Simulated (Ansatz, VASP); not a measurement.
# One calculation of In, two programs

```
In
1.0
    -1.90182    1.90182    1.90182
     1.90182   -1.90182    1.90182
     1.90182    1.90182   -1.90182
In
1
Direct
  0.00000 0.00000 0.00000
```

Alike in both runs: task relaxation of cell and atoms; functional PBE; k mesh 17 × 17 × 17; occupations fermi-dirac, width 0.05 eV; no spin polarisation.

|  | VASP | Ansatz |
| --- | --- | --- |
| version | VASP 6.6.1 | Ansatz 0.2.0 |
| potentials or method | VASP PAW PBE potentials, release 64 (In_d) | PAW with Ansatz's default frozen-core files, scalar-relativistic |
| plane-wave cutoff (eV) | 600 | 420 |
| valence electrons in the cell | 13 | 13 |

VASP gave:

* relaxed volume (Å³/atom): 27.79
* relaxed cell length with the largest relative difference (Å): 3.305

Question: Estimate Ansatz's values.

Answer: Relaxed volume (Å³/atom): 27.78; relaxed cell length with the largest relative difference (Å): 3.305.
